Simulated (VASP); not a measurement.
**CdH6: relaxation of cell and atoms with PBE**

The system is CdH6.

```
Cd H
1.0
     3.84900    0.00000    0.00000
     0.00000    3.84900    0.00000
     0.00000    0.00000    7.16923
Cd H
1 6
Direct
  0.50000 0.50000 0.50000
  0.90289 0.50000 0.00000
  0.09711 0.50000 0.00000
  0.50000 0.90289 0.00000
  0.50000 0.09711 0.00000
  0.00000 0.50000 0.50000
  0.50000 0.00000 0.50000
```

The cell was generated, and may not be a known phase.

* Program: VASP 6.6.1
* Task: relaxation of cell and atoms
* Functional: PBE
* Potentials or basis: VASP PAW PBE potentials, release 64 (Cd_sv_GW, H_h)
* Cutoff: 1230 eV
* k mesh: 8 × 8 × 4
* Occupations: gaussian, width 0.02 eV
* Spin: no spin polarisation
* Dipole correction: no
* Further INCAR settings: ALGO = Normal; EDIFF = 1e-07; IBRION = 2; EDIFFG = -0.01; NSW = 100; ISIF = 3

| Quantity | Value |
| --- | --- |
| Relaxed volume | 15.29 Å³/atom |
| Relaxed cell | a = 3.860 Å, b = 3.860 Å, c = 7.182 Å, α = 90.00°, β = 90.00°, γ = 90.00° |
| Space group after relaxing (to 0.1 Å) | P4/mmm (No. 123) |
| Energy gained by relaxing | 0.1 meV/atom |
| Ionic steps | 8 |
| Pressure after relaxing | 0.0 GPa |
| Band gap on the k mesh | zero (bands 13 and 14 overlap by 2.12 eV) |

Stress tensor (GPa, compression positive):
```
-0.02  0.00  0.00
 0.00 -0.02  0.00
 0.00  0.00  0.09
```

The path:
```tsv
step	energy change (eV)	largest force (eV/Å)	pressure (GPa)	volume (Å³)
1	0.0000	0.0019	0.16	106.21
2	-0.0002	0.0266	0.11	106.45
3	-0.0002	0.0712	-0.01	106.81
4	-0.0003	0.0568	0.02	106.69
5	-0.0003	0.0418	0.03	106.78
6	-0.0004	0.0188	0.01	106.91
7	-0.0004	0.0276	0.01	107.17
8	-0.0004	0.0006	0.02	107.02
```

Final structure:
```xyz
7
Lattice="3.8601 0.0000 0.0000 0.0000 3.8601 0.0000 0.0000 0.0000 7.1821" Properties=species:S:1:pos:R:3 pbc="T T T"
Cd    1.9301    1.9301    3.5911
H     3.4863    1.9301    0.0000
H     0.3738    1.9301    0.0000
H     1.9301    3.4863    0.0000
H     1.9301    0.3738    7.1821
H     0.0000    1.9301    3.5911
H     1.9301    0.0000    3.5911
```

Levels at points of the mesh, in eV from the Fermi level:
```tsv
k point	band 10	band 11	band 12	band 13	band 14	band 15	band 16	band 17
(0.00, 0.00, 0.00)	-8.55	-6.38	-5.90	0.59	1.06	5.12	5.12	5.69
(0.50, 0.00, 0.00)	-7.50	-7.34	-4.42	-4.06	2.32	4.16	4.61	5.84
(0.50, 0.50, 0.00)	-7.16	-7.16	-3.63	-3.63	-1.07	1.66	3.88	4.16
(0.00, 0.00, 0.50)	-8.55	-6.47	-5.90	1.05	1.38	3.61	5.48	5.48
(0.50, 0.00, 0.50)	-7.49	-7.33	-4.47	-4.08	2.54	4.76	5.17	5.57
(0.50, 0.50, 0.50)	-7.16	-7.16	-3.64	-3.64	-0.95	1.09	4.31	4.78
```

Wall time 21 min on 1 thread of AMD EPYC 7R13 Processor (Zen 3), with other jobs on the host, peak memory 0.74 GiB.
